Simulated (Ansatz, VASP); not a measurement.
Be3ZnO in VASP and in Ansatz

```
Be Zn O
1.0
     4.68817    0.00000    0.00000
    -2.34408    4.06007    0.00000
     0.00000    0.00000    2.53847
Be Zn O
3 1 1
Cartesian
  3.4981 0.6871 0.0000
  2.3441 2.6859 0.0000
  1.1900 0.6871 0.0000
  0.0000 2.7067 0.0000
  0.0000 0.0000 1.2692
```

Alike in both runs: functional PBE; k mesh 12 × 12 × 14; occupations gaussian, width 0.1 eV; no spin polarisation.

Ansatz relaxed the structure, and its values are those at the end. VASP's run is a single point on that final structure, the one shown.

|  | VASP | Ansatz |
| --- | --- | --- |
| version | VASP 6.6.1 | Ansatz 0.2.0 |
| potentials or method | VASP PAW PBE potentials, release 64 (Be, Zn, O), cutoff 520 eV | scalar-relativistic, plane waves, PAW |
| valence electrons in the cell | 24 | 24 |

```tsv
	VASP	Ansatz	Ansatz less VASP
gap on the k mesh at the Fermi level (eV)	none	none	-
pressure (GPa)	0.2	0.0	-0.25
rms of the force components (eV/Å)	0.008	0.001	-0.0072
```

A gap of «none» marks a metal or a gap that the smearing closes.
